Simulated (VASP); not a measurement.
Sr4Ti4H3NO12: single point with LDA

Sr4Ti4H3NO12, a slab with vacuum:

```
Sr Ti O N H
1.0
     5.51402    0.00000    0.00000
     0.00000    7.79800    0.00000
     0.00000    0.00000   17.13551
Sr Ti O N H
4 4 12 1 3
Direct
  0.50000 0.25000 0.05836
  0.89343 0.25269 0.26222
  0.50000 0.75000 0.05836
  0.89248 0.75067 0.24838
  0.00000 0.00000 0.05836
  0.43610 0.00090 0.21519
  0.00000 0.50000 0.05836
  0.43606 0.50006 0.21466
  0.30195 0.00060 0.08966
  0.75398 0.99753 0.11978
  0.00000 0.25000 0.05836
  0.64362 0.99503 0.29180
  0.14423 0.00142 0.25264
  0.47989 0.25008 0.19029
  0.30198 0.49949 0.08974
  0.75389 0.50250 0.11974
  0.00000 0.75000 0.05836
  0.64527 0.50720 0.29007
  0.14528 0.50096 0.25322
  0.46796 0.75083 0.18842
  0.89145 0.22307 0.41512
  0.74080 0.14974 0.40204
  0.00541 0.15041 0.44821
  0.84128 0.33013 0.44532
```

* Program: VASP 6.6.1
* Task: single point
* Functional: LDA
* Potentials or basis: VASP PAW LDA potentials, release 64 (Sr_sv, Ti_sv, O, N, H)
* Cutoff: 520 eV
* k mesh: 2 × 2 × 1
* Occupations: gaussian, width 0.05 eV
* Spin: no spin polarisation

```
Largest force          : 3.059 eV/Å
Band gap on the k mesh : 0.16 eV (least direct gap 0.27 eV)
```

Forces in eV/Å, atoms in the order of the input:
```
Sr   0.603 -0.005  1.226
Sr   0.060  0.000 -0.020
Sr   0.490  0.020  0.976
Sr   0.012  0.019  0.055
Ti  -0.212  0.054  1.406
Ti   0.086  0.026 -0.169
Ti  -0.215 -0.049  1.397
Ti   0.081 -0.005 -0.203
O    0.085 -0.002  0.097
O   -0.150  0.012  0.216
O   -0.348  0.011 -3.039
O    0.086  0.084  0.267
O   -0.118 -0.022  0.108
O   -0.040  0.008  0.070
O    0.086  0.006  0.094
O   -0.158 -0.006  0.206
O   -0.189 -0.007 -3.012
O    0.104 -0.031  0.234
O   -0.115  0.040  0.084
O    0.035  0.017  0.136
N   -0.224 -0.101 -0.123
H   -0.028 -0.077  0.040
H    0.141 -0.051 -0.007
H   -0.076  0.059 -0.039
```

Levels at points of the mesh, in eV from the valence-band top:
```tsv
k point	band 82	band 83	band 84	band 85	band 86	band 87
(0.00, 0.00, 0.00)	-0.18	-0.15	-0.11	0.16	0.75	1.54
(0.50, 0.00, 0.00)	-0.13	-0.11	-0.09	0.90	1.10	1.33
(0.00, 0.50, 0.00)	-0.44	-0.04	0.00	0.46	0.46	2.09
(0.50, 0.50, 0.00)	-0.34	-0.11	-0.05	0.86	0.86	1.75
```

Run time: 21 min on 1 thread of Intel(R) Xeon(R) Platinum 8488C (Sapphire Rapids) (shared host), peak memory 0.66 GiB.

Caveat: the k points lie up to 0.57 Å⁻¹ apart; there is no dipole correction, which matters where the two faces differ; semilocal functionals underestimate gaps, and a narrow one can read as zero.
